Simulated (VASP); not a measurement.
Set up this calculation in VASP 6.6.1, as the native input.

* Task: single point
* Functional: LDA
* Potentials or basis: VASP PAW LDA potentials, release 64 (Sn_d, O)
* Cutoff: 520 eV
* k mesh: 6 × 6 × 6
* Occupations: gaussian, width 0.05 eV
* Spin: no spin polarisation
* Dipole correction: no
* Further INCAR settings: ALGO = Normal; EDIFF = 1e-06; NBANDS = 17

The structure of SnO lies in POSCAR:

```
SnO
1.0
    0.0000000000      2.5772916017      2.5772916017
    2.5772916017      0.0000000000      2.5772916017
    2.5772916017      2.5772916017      0.0000000000
Sn O
1 1
Direct
    0.0000000000      0.0000000000      0.0000000000
    0.2500000000      0.2500000000      0.2500000000
```

The input as run:

INCAR

```
ALGO = Normal
EDIFF = 1E-6
ENCUT = 520
GGA = CA
ISIF = 2
ISMEAR = 0
LASPH = T
LCHARG = F
LREAL = F
LWAVE = F
NBANDS = 17
NELM = 60
PREC = Accurate
SIGMA = 0.05
```

KPOINTS

```
k-points
0
Gamma
  6 6 6
```

Potentials or basis: VASP PAW LDA potentials, release 64 (Sn_d, O).

Run with:

```console
$ cat potpaw_LDA.64/Sn_d/POTCAR potpaw_LDA.64/O/POTCAR > POTCAR
$ mpirun -np 1 vasp_std > vasp.out
```

Results of the run:

```json
{
 "Pressure": "8.5 GPa",
 "Band gap on the k mesh": "zero (bands 10 and 11 overlap by 0.13 eV)"
}
```

Caveat: the cell stands under pressure; semilocal functionals underestimate gaps, so a narrow gap can read as zero; spin-orbit coupling is left out, which moves the levels of the heavy elements.

Run time: 6.2 s on 1 thread of AMD EPYC 9R45 96-Core Processor (Zen 5), on a shared host, peak memory 0.11 GiB.
